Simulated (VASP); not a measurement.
MgO: single point with r2SCAN

The system is MgO.

```xyz
2
Lattice="0.0000 2.2820 2.2820 2.2820 0.0000 2.2820 2.2820 2.2820 0.0000" Properties=species:S:1:pos:R:3 pbc="T T T"
Mg    0.0000    0.0000    0.0000
O     1.1410    1.1410    1.1410
```

```
Program                : VASP 6.6.1
Task                   : single point
Functional             : r2SCAN
Potentials or basis    : VASP PAW PBE potentials, release 64 (Mg, O)
Cutoff                 : 660 eV
k mesh                 : 10 × 10 × 10
Occupations            : gaussian, width 0.01 eV
Spin                   : no spin polarisation
Dipole correction      : no
Further INCAR settings : ALGO = Normal; EDIFF = 1e-06; NBANDS = 11
```

The pressure is -0.7 GPa and the band gap on the k mesh is 4.33 eV, direct.

Levels at points of the mesh, in eV from the valence-band top:
```csv
k point,band 1,band 2,band 3,band 4,band 5,band 6,band 7,band 8
"(0.00, 0.00, 0.00)",-16.83,0.00,0.00,0.00,4.33,17.92,17.92,17.92
"(0.50, 0.00, 0.00)",-16.19,-3.01,-0.18,-0.18,9.63,10.54,15.55,15.55
"(0.50, 0.50, 0.00)",-15.99,-2.50,-0.75,-0.75,6.95,12.48,15.32,17.81
```

It took 59 s on 1 thread of Intel(R) Xeon(R) Platinum 8259CL CPU @ 2.50GHz (Skylake/Cascade Lake), with other jobs on the host, peak memory 0.17 GiB.

Caveat: the PAW data sets were made with another functional, which shifts forces and pressure a little. r2SCAN opens gaps a little over a GGA but as a rule still falls short of measured ones.
